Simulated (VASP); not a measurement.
Wanted: the native input for a VASP 6.6.1 run.

```
Task                            : G0W0 quasiparticle levels
Functional                      : r2SCAN
Potentials or basis             : VASP PAW PBE potentials, release 64 (Ca_sv_GW, O_GW)
Cutoff                          : 500 eV
k mesh                          : 4 × 4 × 4
Occupations                     : gaussian, width 0.01 eV
Spin                            : no spin polarisation
Dipole correction               : no
GW scheme                       : G0W0
GW iterations                   : 1
Cutoff of the response function : 140
Frequency points                : 96
Empty bands                     : 103
Further INCAR settings          : ALGO = EVGW0; EDIFF = 1e-08; NBANDS = 111
```

CaO:

```
CELL_PARAMETERS angstrom
0.00000 2.39755 2.39755
2.39755 0.00000 2.39755
2.39755 2.39755 0.00000
ATOMIC_POSITIONS crystal
Ca 0.00000 0.00000 0.00000
O 0.50000 0.50000 0.50000
```

One way to write it, as run:

POSCAR

```
CaO
1.0
    0.0000000000      2.3975473891      2.3975473891
    2.3975473891      0.0000000000      2.3975473891
    2.3975473891      2.3975473891      0.0000000000
Ca O
1 1
Direct
    0.0000000000      0.0000000000      0.0000000000
    0.5000000000      0.5000000000      0.5000000000
```

INCAR.step1

```
PREC = Accurate ; ENCUT = 500
EDIFF = 1E-8 ; ISMEAR = 0
SIGMA = 0.01 ; LREAL = False
LASPH = True ; NELM = 80
ALGO = Normal ; LWAVE = True
LCHARG = False ; METAGGA = R2SCAN
LMIXTAU = True
```

INCAR.step2

```
PREC = Accurate ; ENCUT = 500
EDIFF = 1E-8 ; ISMEAR = 0
SIGMA = 0.01 ; LREAL = False
LASPH = True ; NELM = 1
ALGO = Exact ; LWAVE = True
LCHARG = False ; METAGGA = R2SCAN
LMIXTAU = True ; NBANDS = 111
LOPTICS = True ; ISTART = 1
```

INCAR.step3

```
PREC = Accurate ; ENCUT = 500
EDIFF = 1E-8 ; ISMEAR = 0
SIGMA = 0.01 ; LREAL = False
LASPH = True ; ALGO = EVGW0
LWAVE = False ; LCHARG = False
METAGGA = R2SCAN ; LMIXTAU = True
NELMGW = 1 ; NBANDS = 111
ENCUTGW = 140.0 ; NOMEGA = 96
PRECFOCK = Fast ; ISTART = 1
NBANDSGW = 16 ; OMEGAMAX = 30
```

KPOINTS

```
Automatic mesh
0
Gamma
  4 4 4
```

Potentials or basis: VASP PAW PBE potentials, release 64 (Ca_sv_GW, O_GW).

The run is started by

```bash
$ cat potpaw_PBE.64/Ca_sv_GW/POTCAR potpaw_PBE.64/O_GW/POTCAR > POTCAR
$ cp INCAR.step1 INCAR
$ mpirun -np 1 vasp_std > vasp.out
$ cp INCAR.step2 INCAR
$ mpirun -np 1 vasp_std > vasp.out
$ cp INCAR.step3 INCAR
$ mpirun -np 1 vasp_std > vasp.out
```

Results of the run:

```json
{"Quasiparticle gap": "6.07 eV", "Least direct quasiparticle gap": "6.55 eV", "Band gap of the starting levels on the mesh": "4.20 eV", "Least direct gap of the starting levels on the mesh": "4.58 eV"}
```

Caveat: the k points lie up to 0.57 Å⁻¹ apart; bands, screening cutoff and mesh are small and nothing is extrapolated, so the quasiparticle values aren't converged.

It took 110 s on 1 thread of AMD EPYC 9R45 96-Core Processor (Zen 5), on a shared host, peak memory 0.24 GiB.
